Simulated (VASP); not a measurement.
# SnTe3 (Fm-3m) in VASP: further runs, part 2 of 2

VASP 6.6.1. Earlier steps stand in the parts before.

### 5 Single point, PBE

Input file INCAR:

```
PREC = Accurate ; ENCUT = 520
EDIFF = 1E-6 ; ISMEAR = 0
SIGMA = 0.02 ; LREAL = False
LASPH = True ; NELM = 100
ALGO = Normal ; ISIF = 2
LWAVE = False ; LCHARG = False
GGA = PE ; NBANDS = 24
```

Input file KPOINTS:

```
regular mesh
0
Gamma
  10 10 10
```

Input file POSCAR:

```
SnTe3
1.0
    0.0000000000      3.8612190000      3.8612190000
    3.8612190000      0.0000000000      3.8612190000
    3.8612190000      3.8612190000      0.0000000000
Sn Te
1 3
Direct
    0.0000000000      0.0000000000      0.0000000000
    0.2500000000      0.2500000000      0.2500000000
    0.7500000000      0.7500000000      0.7500000000
    0.5000000000      0.5000000000      0.5000000000
```

Potentials or basis: VASP PAW PBE potentials, release 64 (Sn_d, Te).

On the command line:

```console
cat potpaw_PBE.64/Sn_d/POTCAR potpaw_PBE.64/Te/POTCAR > POTCAR
mpirun -np 1 vasp_std > vasp.out
```

OUTCAR:

```text
PREC = Accurate
   ENCUT = 520
   EDIFF = 1E-6
   ISMEAR = 0
   LREAL = False
   LASPH = True
   NELM = 100
   ISIF = 2
   GGA = PE

 ion  position               nearest neighbor table
   1  0.000  0.000  0.000-   3 3.34   3 3.34   3 3.34   2 3.34   3 3.34   2 3.34   2 3.34   2 3.34

   2  0.250  0.250  0.250-   1 3.34   1 3.34   1 3.34   1 3.34   4 3.34   4 3.34   4 3.34   4 3.34

   3  0.750  0.750  0.750-   4 3.34   4 3.34   4 3.34   1 3.34   4 3.34   1 3.34   1 3.34   1 3.34

   4  0.500  0.500  0.500-   2 3.34   2 3.34   2 3.34   2 3.34   3 3.34   3 3.34   3 3.34   3 3.34

  LATTYP: Found a face centered cubic cell.
 ALAT       =     7.7224380000

  Lattice vectors:

 A1 = (   0.0000000000,   3.8612190000,   3.8612190000)
 A2 = (   3.8612190000,   0.0000000000,   3.8612190000)
 A3 = (   3.8612190000,   3.8612190000,   0.0000000000)

Analysis of symmetry for initial positions (statically):
=====================================================================
 Subroutine PRICEL returns:
 Original cell was already a primitive cell.

 Routine SETGRP: Setting up the symmetry group for a
 face centered cubic supercell.
[... 171 lines left out ...]

 E-fermi :   7.5671     XC(G=0): -10.0325

 val. band max:        7.5645746645   @ k =  -0.2000   0.2000   0.0000
 cond. band min:       7.5819965889   @ k =   0.2000   0.0000   0.0000
 fundamental gap:      0.0174219244
 Fermi energy:         7.5670839930

 k-point     1 :       0.0000    0.0000    0.0000
  band No.  band energies     occupation
      1     -13.9226      2.00000
      2     -13.9226      2.00000
      3     -13.9226      2.00000
      4     -13.9194      2.00000
      5     -13.9194      2.00000
      6      -5.7418      2.00000
[... 637 lines left out ...]
     23      14.6270      0.00000
     24      14.8060      0.00000

 [... further k-points ...]

------------------------ aborting loop because EDIFF is reached ----------------------------------------

  FORCE on cell =-STRESS in cart. coord.  units (eV):
  Direction    XX          YY          ZZ          XY          YZ          ZX
  --------------------------------------------------------------------------------------
  -------------------------------------------------------------------------------------
  Total       -0.0082603     -0.0082603     -0.0082603     -0.0000000     -0.0000000      0.0000000
  in kB       -0.1149488     -0.1149488     -0.1149488     -0.0000000     -0.0000000      0.0000000
  external PRESSURE =      -0.1149488 kB  Pullay stress =       0.0000000 kB

 VOLUME and BASIS-vectors are now :
 -----------------------------------------------------------------------------
  energy-cutoff  :      520.00
  volume of cell :      115.13
      direct lattice vectors                 reciprocal lattice vectors
     0.000000000  3.861219000  3.861219000    -0.129492785  0.129492785  0.129492785
     3.861219000  0.000000000  3.861219000     0.129492785 -0.129492785  0.129492785
     3.861219000  3.861219000  0.000000000     0.129492785  0.129492785 -0.129492785

 POSITION                                       TOTAL-FORCE (eV/Angst)
 -----------------------------------------------------------------------------------
      0.00000      0.00000      0.00000        -0.000000      0.000000     -0.000000
      1.93061      1.93061      1.93061        -0.000000     -0.000000     -0.000000
      5.79183      5.79183      5.79183         0.000000      0.000000      0.000000
      3.86122      3.86122      3.86122        -0.000000      0.000000     -0.000000
 -----------------------------------------------------------------------------------
    total drift:                               -0.000000      0.000000      0.000000

  FREE ENERGIE OF THE ION-ELECTRON SYSTEM (eV)
  ---------------------------------------------------
  free  energy   TOTEN  =       -12.6338766338 eV

  energy  without entropy=      -12.6328326105  energy(sigma->0) =      -12.63335462
```

Wall time 2 min (1 thread of AMD EPYC 7R43 (Zen 3), shared host); peak memory 0.29 GiB.

Results:

```
Free energy            : -12.6339 eV
Pressure               : 0.0 GPa
Band gap on the k mesh : zero (band 16 reaches 8.11 eV, above the bottom of band 17 at 5.88 eV)
```

Caveat: spin-orbit coupling is left out, which moves the levels of the heavy elements.

### 6 Single point, PBE

Input file INCAR:

```
SYSTEM = SnTe3
ALGO = Normal
EDIFF = 1E-6
ENCUT = 520
GGA = PE
ISIF = 2
ISMEAR = 0
LASPH = .TRUE.
LCHARG = .FALSE.
LREAL = .FALSE.
LWAVE = .FALSE.
NBANDS = 24
NELM = 60
PREC = Accurate
SIGMA = 0.2
```

Input file KPOINTS:

```
k-points
0
G
  10 10 10
  0 0 0
```

POSCAR is that of step 5.

Potentials or basis: VASP PAW PBE potentials, release 64 (Sn_d, Te).

On the command line:

```console
cat potpaw_PBE.64/Sn_d/POTCAR potpaw_PBE.64/Te/POTCAR > POTCAR
mpirun -np 1 vasp_std > vasp.out
```

Wall time 2.2 min (1 thread of AMD EPYC 7R43 (Zen 3), shared host); peak memory 0.28 GiB.

The run converged. Its results:

```yaml
Free_energy: -12.6602 eV
Pressure: -0.1 GPa
Band_gap_on_the_k_mesh: zero (band 16 reaches 8.11 eV, above the bottom of band 17 at 5.88 eV)
```

Levels at points of the mesh, in eV from the Fermi level:
```tsv
k point	band 12	band 13	band 14	band 15	band 16	band 17	band 18	band 19	band 20	band 21
(0.00, 0.00, 0.00)	-3.18	-3.16	-3.16	-3.16	-1.72	-1.72	-1.72	3.21	3.21	4.21
(0.50, 0.00, 0.00)	-3.30	-3.30	-1.89	-1.81	0.51	0.51	1.40	1.93	1.93	3.46
(0.50, 0.50, 0.00)	-1.41	-0.83	-0.47	-0.47	0.15	0.31	0.31	2.24	3.41	3.41
```

Caveat: spin-orbit coupling is left out, which moves the levels of the heavy elements.

### 7 Overview

```tsv
k mesh	smearing	gap on the mesh (eV)	pressure (GPa)
12 × 12 × 12	gaussian 0.1 eV	none	-0.1
10 × 10 × 10	gaussian 0.1 eV	none	-0.1
10 × 10 × 10	gaussian 0.01 eV	none	0.0
10 × 10 × 10	gaussian 0.02 eV	none	0.0
10 × 10 × 10	gaussian 0.2 eV	none	-0.1
```

Alike in all rows: task single point; level PBE; potentials or basis VASP PAW PBE potentials, release 64 (Sn_d, Te); no spin polarisation; cell as given; cutoff (eV) 520.

Every run on the cell as given and a fine mesh finds a metal.

Caveats: spin-orbit coupling is left out, which moves the levels of the heavy elements.

Total energies depend on the potentials used, so only differences within one code and one set of settings carry meaning.
